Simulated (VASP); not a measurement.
# FeGe (P2_13) in VASP: single point with PBE

Aim: the single point of FeGe with PBE.

Everything below comes from runs of VASP 6.6.1. Logs are shortened: lines on timing, memory, paths and dates and some standing lists are left out, and cuts for length are marked.

**1. The cell of the first run**

The structure is cubic, space group P2_13 (No. 198). Conventional cell: a = 4.663 Å, b = 4.663 Å, c = 4.663 Å, α = 90.00°, β = 90.00°, γ = 90.00°. Fe (site symmetry 3) has 7 Ge at 2.37 to 2.63 Å and 6 Fe at 2.86 Å within 3.1 Å. Within 3.1 Å of Ge (site symmetry 3) lie 7 Fe at 2.37 to 2.63 Å and 6 Ge at 2.89 Å.

**2. Single point, PBE, collinear spin, ferromagnetic start**

File INCAR:

```
SYSTEM = FeGe
PREC     = Accurate       ! precision mode
ENCUT    = 520            ! plane-wave cutoff, eV
EDIFF    = 1E-6           ! SCF threshold, eV
ISMEAR   = 0              ! smearing method
SIGMA    = 0.05           ! smearing width, eV
LREAL    = .FALSE.        ! projectors in reciprocal space
LASPH    = .TRUE.         ! aspherical terms in the spheres
NELM     = 150            ! most SCF steps
ALGO     = Normal         ! electronic algorithm
ISIF     = 2              ! what is computed and relaxed
LWAVE    = .FALSE.        ! write WAVECAR
LCHARG   = .TRUE.         ! write CHGCAR
ISPIN    = 2              ! spin polarisation
MAGMOM   = 2.5 2.5 2.5 2.5 0 0 0 0 ! initial moments
LORBIT   = 11             ! projections on sites
LMAXMIX  = 4              ! l up to which the mixer works
GGA      = PE             ! functional
LELF     = .TRUE.         ! ELF
LVHAR    = .TRUE.       
NBANDS   = 58             ! bands
```

File KPOINTS:

```
Automatic mesh
0
G
  8 8 8
  0 0 0
```

File POSCAR:

```
FeGe
1.0
    4.6626167163      0.0000000000      0.0000000000
    0.0000000000      4.6626167163      0.0000000000
    0.0000000000      0.0000000000      4.6626167163
Fe Ge
4 4
Direct
    0.1349101328      0.1349101328      0.1349101328
    0.3650898672      0.8650898672      0.6349101328
    0.6349101328      0.3650898672      0.8650898672
    0.8650898672      0.6349101328      0.3650898672
    0.8417623853      0.8417623853      0.8417623853
    0.6582376147      0.1582376147      0.3417623853
    0.3417623853      0.6582376147      0.1582376147
    0.1582376147      0.3417623853      0.6582376147
```

Potentials or basis: VASP PAW PBE potentials, release 64 (Fe, Ge_d).

Run with:

```sh
$ cat potpaw_PBE.64/Fe/POTCAR potpaw_PBE.64/Ge_d/POTCAR > POTCAR
$ mpirun -np 1 vasp_std > vasp.out
```

OUTCAR:

```text
SYSTEM = FeGe
   PREC = Accurate
   ENCUT = 520
   EDIFF = 1E-6
   ISMEAR = 0
   LREAL = .FALSE.
   LASPH = .TRUE.
   NELM = 150
   ISIF = 2
   ISPIN = 2
   LORBIT = 11
   GGA = PE

 ion  position               nearest neighbor table
   1  0.135  0.135  0.135-   5 2.37   6 2.43   7 2.43   8 2.43   7 2.63   8 2.63   6 2.63   2 2.86
                             4 2.86   2 2.86   4 2.86   3 2.86   3 2.86
   2  0.365  0.865  0.635-   6 2.37   5 2.43   7 2.43   8 2.43   7 2.63   8 2.63   5 2.63   1 2.86
                             3 2.86   1 2.86   3 2.86   4 2.86   4 2.86
   3  0.635  0.365  0.865-   7 2.37   6 2.43   5 2.43   8 2.43   8 2.63   6 2.63   5 2.63   4 2.86
                             2 2.86   2 2.86   4 2.86   1 2.86   1 2.86
   4  0.865  0.635  0.365-   8 2.37   6 2.43   7 2.43   5 2.43   6 2.63   5 2.63   7 2.63   3 2.86
                             1 2.86   1 2.86   3 2.86   2 2.86   2 2.86
   5  0.842  0.842  0.842-   1 2.37   2 2.43   3 2.43   4 2.43   3 2.63   4 2.63   2 2.63   6 2.89
                             7 2.89   8 2.89   6 2.89   8 2.89   7 2.89
   6  0.658  0.158  0.342-   2 2.37   1 2.43   3 2.43   4 2.43   3 2.63   4 2.63   1 2.63   8 2.89
                             5 2.89   5 2.89   7 2.89   7 2.89   8 2.89
   7  0.342  0.658  0.158-   3 2.37   2 2.43   1 2.43   4 2.43   4 2.63   2 2.63   1 2.63   8 2.89
                             5 2.89   8 2.89   6 2.89   6 2.89   5 2.89
   8  0.158  0.342  0.658-   4 2.37   2 2.43   3 2.43   1 2.43   2 2.63   1 2.63   3 2.63   7 2.89
                             5 2.89   7 2.89   5 2.89   6 2.89   6 2.89

  LATTYP: Found a simple cubic cell.
 ALAT       =     4.6626167163

  Lattice vectors:

 A1 = (   4.6626167163,   0.0000000000,   0.0000000000)
 A2 = (   0.0000000000,   4.6626167163,   0.0000000000)
 A3 = (   0.0000000000,   0.0000000000,   4.6626167163)

Analysis of symmetry for initial positions (statically):
=====================================================================
 Subroutine PRICEL returns:
 Original cell was already a primitive cell.

 Routine SETGRP: Setting up the symmetry group for a
 simple cubic supercell.

 Subroutine GETGRP returns: Found 12 space group operations
 (whereof  3 operations were pure point group operations)
 out of a pool of 48 trial point group operations.

The static configuration has the point symmetry C_3 .
 The point group associated with its full space group is T   .

Analysis of symmetry for dynamics (positions and initial velocities):
=====================================================================
 Subroutine PRICEL returns:
 Original cell was already a primitive cell.

 Routine SETGRP: Setting up the symmetry group for a
 simple cubic supercell.

 Subroutine GETGRP returns: Found 12 space group operations
 (whereof  3 operations were pure point group operations)
 out of a pool of 48 trial point group operations.

The dynamic configuration has the point symmetry C_3 .
 The point group associated with its full space group is T   .

Analysis of structural, dynamic, and magnetic symmetry:
=====================================================================
 Subroutine PRICEL returns:
 Original cell was already a primitive cell.

 Routine SETGRP: Setting up the symmetry group for a
 simple cubic supercell.

 Subroutine GETGRP returns: Found 12 space group operations
 (whereof  3 operations were pure point group operations)
 out of a pool of 48 trial point group operations.

The overall configuration has the point symmetry C_3 .
 The point group associated with its full space group is T   .

 Subroutine INISYM returns: Found 12 space group operations
 (whereof  3 operations are pure point group operations),
 and found     1 'primitive' translations

----------------------------------------------------------------------------------------

                                     Primitive cell

  volume of cell :     101.3653

  direct lattice vectors                    reciprocal lattice vectors
     4.662616716  0.000000000  0.000000000     0.214471843  0.000000000  0.000000000
     0.000000000  4.662616716  0.000000000     0.000000000  0.214471843  0.000000000
     0.000000000  0.000000000  4.662616716     0.000000000  0.000000000  0.214471843

  length of vectors
     4.662616716  4.662616716  4.662616716     0.214471843  0.214471843  0.214471843

  position of ions in fractional coordinates (direct lattice)
     0.134910133  0.134910133  0.134910133
     0.365089867  0.865089867  0.634910133
     0.634910133  0.365089867  0.865089867
     0.865089867  0.634910133  0.365089867
     0.841762385  0.841762385  0.841762385
     0.658237615  0.158237615  0.341762385
     0.341762385  0.658237615  0.158237615
     0.158237615  0.341762385  0.658237615

  ion indices of the primitive-cell ions
   primitive index   ion index
                 1           1
                 2           2
                 3           3
                 4           4
                 5           5
                 6           6
                 7           7
[... 30 lines left out ...]
  0.000000  0.000000  0.000000      1.000000
  0.125000  0.000000  0.000000      6.000000
  0.250000  0.000000  0.000000      6.000000
  0.375000  0.000000  0.000000      6.000000
  0.500000  0.000000  0.000000      3.000000
  0.125000  0.125000  0.000000     12.000000
[... 16 lines left out ...]
  0.250000  0.125000  0.125000     24.000000
  0.375000  0.125000  0.125000     24.000000
 [... further k-points ...]
   k-points           NKPTS =     45   k-points in BZ     NKDIM =     45   number of bands    NBANDS=     58
   number of dos      NEDOS =    301   number of ions     NIONS =      8
   total plane-waves  NPLWV =  46656
   dimension x,y,z NGX =    36 NGY =   36 NGZ =   36
   dimension x,y,z NGXF=    72 NGYF=   72 NGZF=   72
   ions per type =               4   4
   NGX,Y,Z   is equivalent  to a cutoff of  12.84, 12.84, 12.84 a.u.
   NGXF,Y,Z  is equivalent  to a cutoff of  25.67, 25.67, 25.67 a.u.
 SYSTEM =  FeGe
   PREC   = accura    normal or accurate (medium, high low for compatibility)
   ISTART =      0    job   : 0-new  1-cont  2-samecut
   ICHARG =      2    charge: 1-file 2-atom 10-const
   ISPIN  =      2    spin polarized calculation?
   LNONCOLLINEAR =      F non collinear calculations
   LSORBIT =      F    spin-orbit coupling
   LASPH  =      T    aspherical Exc in radial PAW
   ENCUT  =  520.0 eV  38.22 Ry    6.18 a.u.   8.67  8.67  8.67*2*pi/ulx,y,z
   NELM   =    150;   NELMIN=  2; NELMDL= -5     # of ELM steps
   EDIFF  = 0.1E-05   stopping-criterion for ELM
   LREAL  =      F    real-space projection
   EDIFFG = 0.1E-04   stopping-criterion for IOM
   NSW    =      0    number of steps for IOM
   IBRION =     -1    ionic relax: 0-MD 1-quasi-New 2-CG
   NFREE  =      0    steps in history (QN), initial steepest desc. (CG)
   ISIF   =      2    stress and relaxation
   ISYM   =      2    0-nonsym 1-usesym 2-fastsym
   POTIM  = 0.5000    time-step for ionic-motion
   TEBEG  =    0.0;   TEEND  =   0.0 temperature during run
   PSTRESS=    0.0 pullay stress
   NELECT =      88.0000    total number of electrons
   NUPDOWN=      -1.0000    fix difference up-down
   EMIN   =  10.00;   EMAX   =-10.00  energy-range for DOS
   EFERMI =   0.00;   METHOD = LEGACY
   ISMEAR =     0;   SIGMA  =   0.05  broadening in eV -4-tet -1-fermi 0-gaus
   EFERMI_NEDOS =   21; number of points for ismear=-14 and -15
   IALGO  =     38    algorithm
   IMIX   =      4    mixing-type and parameters
     AMIX     =   0.40;   BMIX     =  1.00
     AMIX_MAG =   1.60;   BMIX_MAG =  1.00
  volume/ion in A,a.u.               =      12.67        85.51
  Fermi-wavevector in a.u.,A,eV,Ry     =   1.561730  2.951242 33.184626  2.439001
  Thomas-Fermi vector in A             =   2.664753
   LORBIT       =     11    0 simple, 1 ext, 2 COOP (PROOUT), +10 PAW based schemes
   GGA     = PE    functional components
   LHFCALC =     F    Hartree Fock is set to
   AEXX    =    0.0000 exact exchange contribution
   IVDW    =     0    specifies the selected vdW correction
   LEPSILON=     F    determine dielectric tensor
   LRPA    =     F    only Hartree local field effects (RPA)
 spin polarized calculation
 Gauss-broadening in eV      SIGMA  =   0.05
  energy-cutoff  :      520.00
  volume of cell :      101.37
 maximum number of plane-waves:      2800
   NGX = 17   NGY = 17   NGZ = 17

 number of electron      88.0000000 magnetization      10.0000000

 number of electron      87.9999919 magnetization       4.1915012

 Free energy of the ion-electron system (eV)
  ---------------------------------------------------
  ext. energy  EPLUGINS =         0.00000000
  ---------------------------------------------------
  free energy    TOTEN  =       -51.81898298 eV

  energy without entropy =      -51.81055827  energy(sigma->0) =      -51.81477062

 E-fermi :   8.2037     XC(G=0): -12.9714

 val. band max:        8.2031810578   @ k =   0.3750   0.3750   0.3750
 cond. band min:       8.2104835629   @ k =   0.5000   0.3750   0.2500
 fundamental gap:      0.0073025052
 Fermi energy:         8.2037146841

 spin component 1

 k-point     1 :       0.0000    0.0000    0.0000
  band No.  band energies     occupation
      1     -16.4686      1.00000
      2     -16.4686      1.00000
      3     -16.4686      1.00000
      4     -16.4306      1.00000
      5     -16.4306      1.00000
      6     -16.4306      1.00000
[... 1405 lines left out ...]
     55      13.2101      0.00000
     56      13.4872      0.00000

 [... further k-points ...]

 spin component 2

 k-point     1 :       0.0000    0.0000    0.0000
  band No.  band energies     occupation
      1     -16.4858      1.00000
      2     -16.4858      1.00000
      3     -16.4858      1.00000
      4     -16.4468      1.00000
      5     -16.4468      1.00000
      6     -16.4468      1.00000
[... 1405 lines left out ...]
     55      13.4478      0.00000
     56      13.7055      0.00000

 [... further k-points ...]

 [bands above 56 left out]

------------------------ aborting loop because EDIFF is reached ----------------------------------------

  FORCE on cell =-STRESS in cart. coord.  units (eV):
  Direction    XX          YY          ZZ          XY          YZ          ZX
  --------------------------------------------------------------------------------------
  -------------------------------------------------------------------------------------
  Total        0.1769261      0.1769261      0.1769261     -0.0000000     -0.0000000     -0.0000000
  in kB        2.7964907      2.7964907      2.7964907     -0.0000000     -0.0000000     -0.0000000
  external PRESSURE =       2.7964907 kB  Pullay stress =       0.0000000 kB

 VOLUME and BASIS-vectors are now :
 -----------------------------------------------------------------------------
  energy-cutoff  :      520.00
  volume of cell :      101.37
      direct lattice vectors                 reciprocal lattice vectors
     4.662616716  0.000000000  0.000000000     0.214471843  0.000000000  0.000000000
     0.000000000  4.662616716  0.000000000     0.000000000  0.214471843  0.000000000
     0.000000000  0.000000000  4.662616716     0.000000000  0.000000000  0.214471843

 POSITION                                       TOTAL-FORCE (eV/Angst)
 -----------------------------------------------------------------------------------
      0.62903      0.62903      0.62903         0.004250      0.004250      0.004250
      1.70227      4.03358      2.96034        -0.004250     -0.004250      0.004250
      2.96034      1.70227      4.03358         0.004250     -0.004250     -0.004250
      4.03358      2.96034      1.70227        -0.004250      0.004250     -0.004250
      3.92482      3.92482      3.92482        -0.004535     -0.004535     -0.004535
      3.06911      0.73780      1.59351         0.004535      0.004535     -0.004535
      1.59351      3.06911      0.73780        -0.004535      0.004535      0.004535
      0.73780      1.59351      3.06911         0.004535     -0.004535      0.004535
 -----------------------------------------------------------------------------------
    total drift:                               -0.000000      0.000000      0.000000

  FREE ENERGIE OF THE ION-ELECTRON SYSTEM (eV)
  ---------------------------------------------------
  free  energy   TOTEN  =       -51.8189829825 eV

  energy  without entropy=      -51.8105582658  energy(sigma->0) =      -51.81477062

 total charge

# of ion       s       p       d       tot
------------------------------------------
    1        0.380   0.504   6.467   7.351
    2        0.380   0.504   6.467   7.351
    3        0.380   0.504   6.467   7.351
    4        0.380   0.504   6.467   7.351
    5        1.115   1.246  10.120  12.481
    6        1.115   1.246  10.120  12.481
    7        1.115   1.246  10.120  12.481
    8        1.115   1.246  10.120  12.481
--------------------------------------------------
tot          5.981   7.001  66.348  79.330

 magnetization (x)

# of ion       s       p       d       tot
------------------------------------------
    1       -0.000  -0.005   1.165   1.160
    2       -0.000  -0.005   1.165   1.160
    3       -0.000  -0.005   1.165   1.160
    4       -0.000  -0.005   1.165   1.160
    5       -0.011  -0.061  -0.006  -0.078
    6       -0.011  -0.061  -0.006  -0.078
    7       -0.011  -0.061  -0.006  -0.078
    8       -0.011  -0.061  -0.006  -0.078
--------------------------------------------------
tot         -0.047  -0.264   4.638   4.327
```

It took 11 min on 1 thread of Oxide Virtual Turin-like, shared host; peak memory 0.45 GiB.

What came out:

* Free energy: -51.8190 eV
* Pressure: 0.3 GPa
* Largest force: 0.008 eV/Å
* Net moment: 4.19 μB per cell
* Site moments: Fe +1.16; Ge -0.08 μB
* Valence electrons inside the program's atomic spheres: Fe 7.35; Ge 12.48

Forces on the atoms (eV/Å):
```
Fe   0.004  0.004  0.004
Fe  -0.004 -0.004  0.004
Fe   0.004 -0.004 -0.004
Fe  -0.004  0.004 -0.004
Ge  -0.005 -0.005 -0.005
Ge   0.005  0.005 -0.005
Ge  -0.005  0.005  0.005
Ge   0.005 -0.005  0.005
```
